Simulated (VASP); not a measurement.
LaB6, 7 atoms in the cell. The structure is cubic, space group Pm-3m (No. 221). The conventional cell has a = 4.132 Å, b = 4.132 Å, c = 4.132 Å, α = 90.00°, β = 90.00°, γ = 90.00°. Within 4.2 Å of La (site symmetry m-3m) lie 24 B at 3.04 Å and 6 La at 4.13 Å. B (site symmetry 4mm) has 5 B at 1.67 to 1.74 Å within 2.2 Å. 

| Item | Value |
| --- | --- |
| Program | VASP 6.6.1 |
| Task | single point |
| Functional | PBE |
| Potentials or basis | VASP PAW PBE potentials, release 64 (La, B) |
| Cutoff | 520 eV |
| k mesh | 8 × 8 × 8 |
| Occupations | fermi-dirac, width 0.1 eV |
| Spin | no spin polarisation |
| Dipole correction | no |
| Further INCAR settings | ALGO = Normal; EDIFF = 1e-07; NBANDS = 24 |

Potentials or basis: VASP PAW PBE potentials, release 64 (La, B).

Command:

```console
$ cat potpaw_PBE.64/La/POTCAR potpaw_PBE.64/B/POTCAR > POTCAR
$ mpirun -np 1 vasp_std > vasp.out
```

Hardware: 1 thread of Intel(R) Xeon(R) Platinum 8375C CPU @ 2.90GHz (Ice Lake) (shared host).

Problem. Estimate the wall time of this run.

Solution. Wall time 93 s on 1 thread of Intel(R) Xeon(R) Platinum 8375C CPU @ 2.90GHz (Ice Lake), on a shared host, peak memory 0.21 GiB. Counts: scf iterations 16, k points 35.
